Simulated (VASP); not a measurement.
# Zn (Fm-3m) in VASP: settings compared

Aim: see how the results for Zn move with the level of theory and the settings. Levels: PBEsol+D3(BJ), RPBE+D3(BJ), PBEsol, BLYP, PBE exchange alone. Tasks: relaxation of cell and atoms, single point.

Everything below comes from runs of VASP 6.6.1. Logs are shortened: lines on timing, memory, paths and dates and some standing lists are left out, and cuts for length are marked.

## (1) The cell of the first run

The structure is cubic, space group Fm-3m (No. 225). The conventional cell has a = 3.930 Å, b = 3.930 Å, c = 3.930 Å, α = 90.00°, β = 90.00°, γ = 90.00°. Within 3.7 Å of Zn (site symmetry m-3m) lie 12 Zn at 2.78 Å.

## (2) Relaxation of cell and atoms, PBEsol+D3(BJ)

Contents of INCAR:

```
PREC = Accurate
ENCUT = 600
EDIFF = 1E-7
ISMEAR = -1
SIGMA = 0.05
LREAL = False
LASPH = True
NELM = 100
ALGO = Fast
ISIF = 3
LWAVE = False
LCHARG = False
GGA = PS
IVDW = 12
IBRION = 2
NSW = 60
EDIFFG = -0.01
```

Contents of KPOINTS:

```
regular mesh
0
Gamma
  12 12 12
```

Contents of POSCAR:

```
Zn
1.0
    0.0000000000      1.9647760000      1.9647760000
    1.9647760000      0.0000000000      1.9647760000
    1.9647760000      1.9647760000      0.0000000000
Zn
1
Direct
    0.0000000000      0.0000000000      0.0000000000
```

Potentials or basis: VASP PAW PBE potentials, release 64 (Zn).

Run with:

```bash
> cat potpaw_PBE.64/Zn/POTCAR > POTCAR
> mpirun -np 1 vasp_std > vasp.out
```

OUTCAR:

```text
PREC = Accurate
   ENCUT = 600
   EDIFF = 1E-7
   ISMEAR = -1
   LREAL = False
   LASPH = True
   NELM = 100
   ISIF = 3
   GGA = PS
   IVDW = 12
   IBRION = 2
   NSW = 60
   EDIFFG = -0.01
 IVDW          = 12

 ion  position               nearest neighbor table
   1  0.000  0.000  0.000-

  LATTYP: Found a face centered cubic cell.
 ALAT       =     3.9295520000

  Lattice vectors:

 A1 = (   0.0000000000,   1.9647760000,   1.9647760000)
 A2 = (   1.9647760000,   0.0000000000,   1.9647760000)
 A3 = (   1.9647760000,   1.9647760000,   0.0000000000)

Analysis of symmetry for initial positions (statically):
=====================================================================
 Subroutine PRICEL returns:
 Original cell was already a primitive cell.

 Routine SETGRP: Setting up the symmetry group for a
 face centered cubic supercell.

 Subroutine GETGRP returns: Found 48 space group operations
 (whereof 48 operations were pure point group operations)
 out of a pool of 48 trial point group operations.

The static configuration has the point symmetry O_h .

Analysis of symmetry for dynamics (positions and initial velocities):
=====================================================================
 Subroutine PRICEL returns:
 Original cell was already a primitive cell.

 Routine SETGRP: Setting up the symmetry group for a
 face centered cubic supercell.

 Subroutine GETGRP returns: Found 48 space group operations
 (whereof 48 operations were pure point group operations)
 out of a pool of 48 trial point group operations.

The dynamic configuration has the point symmetry O_h .

 Subroutine INISYM returns: Found 48 space group operations
 (whereof 48 operations are pure point group operations),
 and found     1 'primitive' translations

----------------------------------------------------------------------------------------

                                     Primitive cell

  volume of cell :      15.1694

  direct lattice vectors                    reciprocal lattice vectors
     0.000000000  1.964776000  1.964776000    -0.254481936  0.254481936  0.254481936
     1.964776000  0.000000000  1.964776000     0.254481936 -0.254481936  0.254481936
     1.964776000  1.964776000  0.000000000     0.254481936  0.254481936 -0.254481936

  length of vectors
     2.778612866  2.778612866  2.778612866     0.440775643  0.440775643  0.440775643

  position of ions in fractional coordinates (direct lattice)
     0.000000000  0.000000000  0.000000000

  ion indices of the primitive-cell ions
   primitive index   ion index
                 1           1

----------------------------------------------------------------------------------------

 KPOINTS: regular mesh

Automatic generation of k-mesh.
 Grid dimensions read from file:
 generate k-points for:   12   12   12

 Generating k-lattice:

  Cartesian coordinates                     Fractional coordinates (reciprocal lattice)
    -0.021206828  0.021206828  0.021206828     0.083333333  0.000000000  0.000000000
     0.021206828 -0.021206828  0.021206828     0.000000000  0.083333333  0.000000000
     0.021206828  0.021206828 -0.021206828     0.000000000  0.000000000  0.083333333

  Length of vectors
     0.036731304  0.036731304  0.036731304

  Shift w.r.t. Gamma in fractional coordinates (k-lattice)
     0.000000000  0.000000000  0.000000000

 Subroutine IBZKPT returns following result:
 ===========================================

 Found     72 irreducible k-points:

 Following reciprocal coordinates:
            Coordinates               Weight
  0.000000  0.000000  0.000000      1.000000
  0.083333  0.000000  0.000000      8.000000
  0.166667  0.000000  0.000000      8.000000
  0.250000  0.000000  0.000000      8.000000
  0.333333  0.000000  0.000000      8.000000
  0.416667  0.000000  0.000000      8.000000
[... 16 lines left out ...]
  0.500000  0.166667  0.000000     24.000000
 -0.416667  0.166667  0.000000     24.000000
 [... further k-points ...]
   k-points           NKPTS =     72   k-points in BZ     NKDIM =     72   number of bands    NBANDS=     10
   number of dos      NEDOS =    301   number of ions     NIONS =      1
   total plane-waves  NPLWV =  13824
   dimension x,y,z NGX =    24 NGY =   24 NGZ =   24
   dimension x,y,z NGXF=    48 NGYF=   48 NGZF=   48
   ions per type =               1
   NGX,Y,Z   is equivalent  to a cutoff of  14.36, 14.36, 14.36 a.u.
   NGXF,Y,Z  is equivalent  to a cutoff of  28.72, 28.72, 28.72 a.u.
 SYSTEM =  unknown system
   PREC   = accura    normal or accurate (medium, high low for compatibility)
   ISTART =      0    job   : 0-new  1-cont  2-samecut
   ICHARG =      2    charge: 1-file 2-atom 10-const
   ISPIN  =      1    spin polarized calculation?
   LNONCOLLINEAR =      F non collinear calculations
   LSORBIT =      F    spin-orbit coupling
   LASPH  =      T    aspherical Exc in radial PAW
   ENCUT  =  600.0 eV  44.10 Ry    6.64 a.u.   5.55  5.55  5.55*2*pi/ulx,y,z
   NELM   =    100;   NELMIN=  2; NELMDL= -5     # of ELM steps
   EDIFF  = 0.1E-06   stopping-criterion for ELM
   LREAL  =      F    real-space projection
   EDIFFG = -.1E-01   stopping-criterion for IOM
   NSW    =     60    number of steps for IOM
   IBRION =      2    ionic relax: 0-MD 1-quasi-New 2-CG
   NFREE  =      1    steps in history (QN), initial steepest desc. (CG)
   ISIF   =      3    stress and relaxation
   ISYM   =      2    0-nonsym 1-usesym 2-fastsym
   POTIM  = 0.5000    time-step for ionic-motion
   TEBEG  =    0.0;   TEEND  =   0.0 temperature during run
   PSTRESS=    0.0 pullay stress
   NELECT =      12.0000    total number of electrons
   NUPDOWN=      -1.0000    fix difference up-down
   EMIN   =  10.00;   EMAX   =-10.00  energy-range for DOS
   EFERMI =   0.00;   METHOD = LEGACY
   ISMEAR =    -1;   SIGMA  =   0.05  broadening in eV -4-tet -1-fermi 0-gaus
   EFERMI_NEDOS =   21; number of points for ismear=-14 and -15
   IALGO  =     68    algorithm
   IMIX   =      4    mixing-type and parameters
     AMIX     =   0.40;   BMIX     =  1.00
     AMIX_MAG =   1.60;   BMIX_MAG =  1.00
  volume/ion in A,a.u.               =      15.17       102.37
  Fermi-wavevector in a.u.,A,eV,Ry     =   1.514069  2.861175 31.190044  2.292404
  Thomas-Fermi vector in A             =   2.623775
   LORBIT       =      0    0 simple, 1 ext, 2 COOP (PROOUT), +10 PAW based schemes
   GGA     = PS    functional components
   LHFCALC =     F    Hartree Fock is set to
   AEXX    =    0.0000 exact exchange contribution
   IVDW    =    12    specifies the selected vdW correction
   LEPSILON=     F    determine dielectric tensor
   LRPA    =     F    only Hartree local field effects (RPA)
 conjugate gradient relaxation of ions
 non-spin polarized calculation
 RMM-DIIS sequential band-by-band and
  energy-cutoff  :      600.00
  volume of cell :       15.17
 maximum number of plane-waves:       532
 NGX is ok and might be reduce to    24
   NGX = 11   NGY = 11   NGZ = 11

--------------------------------------- Ionic step        1  -------------------------------------------

 number of electron      12.0000008 magnetization

 Free energy of the ion-electron system (eV)
  ---------------------------------------------------
  ext. energy  EPLUGINS =         0.00000000
  ---------------------------------------------------
  free energy    TOTEN  =        -1.53679926 eV

  energy without entropy =       -1.53344447  energy(sigma->0) =       -1.53512187

------------------------ aborting loop because EDIFF is reached ----------------------------------------

 Edisp (eV)   -0.35983

 E8    (eV) :    -0.2323

  FORCE on cell =-STRESS in cart. coord.  units (eV):
  Direction    XX          YY          ZZ          XY          YZ          ZX
  --------------------------------------------------------------------------------------
  -------------------------------------------------------------------------------------
  Total      -0.84886    -0.84886    -0.84886    -0.00000     0.00000     0.00000
  in kB     -89.65525   -89.65525   -89.65525    -0.00000     0.00000     0.00000
  external pressure =      -89.66 kB  Pullay stress =        0.00 kB
[... 59 lines left out ...]
  energy  without entropy=       -1.9471492969  energy(sigma->0) =       -1.94814526

--------------------------------------- Ionic step        3  -------------------------------------------

 number of electron      12.0000002 magnetization

 Free energy of the ion-electron system (eV)
  ---------------------------------------------------
  ext. energy  EPLUGINS =         0.00000000
  ---------------------------------------------------
  free energy    TOTEN  =        -1.54327094 eV

  energy without entropy =       -1.54117917  energy(sigma->0) =       -1.54222505

 E-fermi :   3.7703     XC(G=0): -12.3659

 val. band max:        3.7354553406   @ k =  -0.4167   0.2500   0.0000
 cond. band min:       3.9169854287   @ k =  -0.4167   0.0833   0.0000
 fundamental gap:      0.1815300882
 Fermi energy:         3.7703184012

 k-point     1 :       0.0000    0.0000    0.0000
  band No.  band energies     occupation
      1      -7.5643      2.00000
      2      -4.1409      2.00000
      3      -4.1409      2.00000
      4      -4.1409      2.00000
      5      -3.6617      2.00000
      6      -3.6617      2.00000
      7      23.6279      0.00000
      8      23.7490      0.00000
      9      23.7490      0.00000
     10      23.7490      0.00000
[... 287 lines left out ...]
 k-point    24 :      -0.4167    0.1667    0.0000
  band No.  band energies     occupation
      1      -4.8179      2.00000
      2      -4.2633      2.00000
      3      -3.9704      2.00000
      4      -3.7483      2.00000
      5      -3.3671      2.00000
      6       1.2275      2.00000
      7       3.5468      1.97736
      8      13.9881      0.00000
      9      17.9917      0.00000
     10      20.2849      0.00000

 [... further k-points ...]

------------------------ aborting loop because EDIFF is reached ----------------------------------------

 Edisp (eV)   -0.40608

 E8    (eV) :    -0.2622

  FORCE on cell =-STRESS in cart. coord.  units (eV):
  Direction    XX          YY          ZZ          XY          YZ          ZX
  --------------------------------------------------------------------------------------
  -------------------------------------------------------------------------------------
  Total       0.00804     0.00804     0.00804     0.00000     0.00000     0.00000
  in kB       0.95676     0.95676     0.95676     0.00000     0.00000     0.00000
  external pressure =        0.96 kB  Pullay stress =        0.00 kB
[... 16 lines left out ...]
  FREE ENERGIE OF THE ION-ELECTRON SYSTEM (eV)
  ---------------------------------------------------
  free  energy   TOTEN  =        -1.9493514742 eV

  energy  without entropy=       -1.9472597098  energy(sigma->0) =       -1.94830559

 reached required accuracy - stopping structural energy minimisation
```

It took 42 s on 1 thread of Intel Xeon 8259CL, shared host; peak memory 0.16 GiB.

Results:

```
Free energy                            : -1.9494 eV
Relaxed volume                         : 13.47 Å³/atom
Relaxed cell                           : a = 2.671 Å, b = 2.671 Å, c = 2.671 Å, α = 60.00°, β = 60.00°, γ = 60.00°
Space group after relaxing (to 0.05 Å) : Fm-3m (No. 225)
Energy gained by relaxing              : 52.7 meV/atom
Ionic steps                            : 3
Pressure after relaxing                : 0.1 GPa
Band gap on the k mesh                 : zero (band 6 reaches 6.12 eV, above the bottom of band 7 at 2.63 eV)
Dispersion energy per atom             : -0.406 eV
```

The path:
| step | energy change (eV) | largest force (eV/Å) | pressure (GPa) | volume (Å³) |
| --- | --- | --- | --- | --- |
| 1 | 0.0000 | 0.0000 | -8.97 | 15.17 |
| 2 | -0.0525 | 0.0000 | 0.68 | 13.38 |
| 3 | -0.0527 | 0.0000 | 0.10 | 13.47 |

Final structure:
```
CELL_PARAMETERS angstrom
0.00000 1.88855 1.88855
1.88855 0.00000 1.88855
1.88855 1.88855 0.00000
ATOMIC_POSITIONS crystal
Zn 0.00000 0.00000 0.00000
```

Caveat: the PAW data sets were made with another functional, which shifts forces and pressure a little; pairwise dispersion overbinds metals, which lowers pressure and volume.

## (3) Relaxation of cell and atoms, RPBE+D3(BJ)

Contents of INCAR:

```
PREC     = Accurate       # precision mode
ENCUT    = 600            # plane-wave cutoff, eV
EDIFF    = 1E-7           # SCF threshold, eV
ISMEAR   = -1             # smearing method
SIGMA    = 0.05           # smearing width, eV
LREAL    = False          # projectors in reciprocal space
LASPH    = True           # aspherical terms in the spheres
NELM     = 60             # most SCF steps
ALGO     = Normal         # electronic algorithm
ISIF     = 3              # what is computed and relaxed
LWAVE    = False          # write WAVECAR
LCHARG   = False          # write CHGCAR
GGA      = RP             # functional
IVDW     = 12             # dispersion correction
IBRION   = 2              # ionic algorithm
NSW      = 60             # ionic steps
EDIFFG   = -0.01          # ionic threshold
```

KPOINTS is that of step 2.

POSCAR is that of step 2.

Potentials or basis: VASP PAW PBE potentials, release 64 (Zn).

Run with:

```bash
> cat potpaw_PBE.64/Zn/POTCAR > POTCAR
> mpirun -np 1 vasp_std > vasp.out
```

OUTCAR:

```text
PREC = Accurate
   ENCUT = 600
   EDIFF = 1E-7
   ISMEAR = -1
   LREAL = False
   LASPH = True
   NELM = 60
   ISIF = 3
   GGA = RP
   IVDW = 12
   IBRION = 2
   NSW = 60
   EDIFFG = -0.01
 IVDW          = 12

 ion  position               nearest neighbor table
   1  0.000  0.000  0.000-

  LATTYP: Found a face centered cubic cell.
 ALAT       =     3.9295520000

  Lattice vectors:

 A1 = (   0.0000000000,   1.9647760000,   1.9647760000)
 A2 = (   1.9647760000,   0.0000000000,   1.9647760000)
 A3 = (   1.9647760000,   1.9647760000,   0.0000000000)

Analysis of symmetry for initial positions (statically):
=====================================================================
 Subroutine PRICEL returns:
 Original cell was already a primitive cell.

 Routine SETGRP: Setting up the symmetry group for a
 face centered cubic supercell.
[... 215 lines left out ...]
  band No.  band energies     occupation
      1      -7.3329      2.00000
      2      -2.9087      2.00000
      3      -2.9087      2.00000
      4      -2.9087      2.00000
      5      -2.2491      2.00000
      6      -2.2491      2.00000
      7      26.9016      0.00000
      8      28.5761      0.00000
      9      28.5761      0.00000
     10      28.5761      0.00000
[... 337 lines left out ...]
--------------------------------------- Ionic step        3  -------------------------------------------

 number of electron      11.9999996 magnetization

 Free energy of the ion-electron system (eV)
  ---------------------------------------------------
  ext. energy  EPLUGINS =         0.00000000
  ---------------------------------------------------
  free energy    TOTEN  =        -0.41667172 eV

  energy without entropy =       -0.41509038  energy(sigma->0) =       -0.41588105

 E-fermi :   5.2317     XC(G=0): -12.6863

 val. band max:        5.2289458093   @ k =  -0.4167   0.2500   0.0000
 cond. band min:       5.3782695028   @ k =  -0.4167   0.0833   0.0000
 fundamental gap:      0.1493236936
 Fermi energy:         5.2316747120

 k-point     1 :       0.0000    0.0000    0.0000
  band No.  band energies     occupation
      1      -7.2918      2.00000
      2      -3.2960      2.00000
      3      -3.2960      2.00000
      4      -3.2960      2.00000
      5      -2.7182      2.00000
      6      -2.7182      2.00000
      7      25.6292      0.00000
      8      26.7384      0.00000
      9      26.7384      0.00000
     10      26.7384      0.00000
[... 331 lines left out ...]
  FREE ENERGIE OF THE ION-ELECTRON SYSTEM (eV)
  ---------------------------------------------------
  free  energy   TOTEN  =        -2.8802672080 eV

  energy  without entropy=       -2.8786858708  energy(sigma->0) =       -2.87947654

 reached required accuracy - stopping structural energy minimisation
```

CONTCAR:

```text
Zn
   1.00000000000000
    -0.0000000000000000    1.8213880591752760    1.8213880591752760
     1.8213880591752760    0.0000000000000000    1.8213880591752760
     1.8213880591752760    1.8213880591752760   -0.0000000000000000
  Zn
     1
Direct
     0.0000000000000000    0.0000000000000000    0.0000000000000000

  0.00000000E+00  0.00000000E+00  0.00000000E+00
```

Run time: 58 s. Hardware: 1 thread of Intel Xeon 8259CL, shared host; peak memory 0.16 GiB.

What came out:

- Free energy: -2.8803 eV
- Relaxed volume: 12.08 Å³/atom
- Relaxed cell: a = 2.576 Å, b = 2.576 Å, c = 2.576 Å, α = 60.00°, β = 60.00°, γ = 60.00°
- Space group after relaxing (to 0.05 Å): Fm-3m (No. 225)
- Energy gained by relaxing: 252.9 meV/atom
- Ionic steps: 3
- Pressure after relaxing: 0.1 GPa
- Band gap on the k mesh: zero (band 6 reaches 7.48 eV, above the bottom of band 7 at 4.15 eV)
- Dispersion energy per atom: -2.464 eV

The path:
```tsv
step	energy change (eV)	largest force (eV/Å)	pressure (GPa)	volume (Å³)
1	0.0000	0.0000	-20.90	15.17
2	-0.2179	0.0000	13.92	11.23
3	-0.2529	0.0000	0.08	12.08
```

Final structure:
```
CELL_PARAMETERS angstrom
0.00000 1.82139 1.82139
1.82139 0.00000 1.82139
1.82139 1.82139 0.00000
ATOMIC_POSITIONS crystal
Zn 0.00000 0.00000 0.00000
```

Caveat: the volume moved by over 15 % at a fixed basis, so the end points are rough; the PAW data sets were made with another functional, which shifts forces and pressure a little; pairwise dispersion overbinds metals, which lowers pressure and volume.

[end of part 1 of 3]
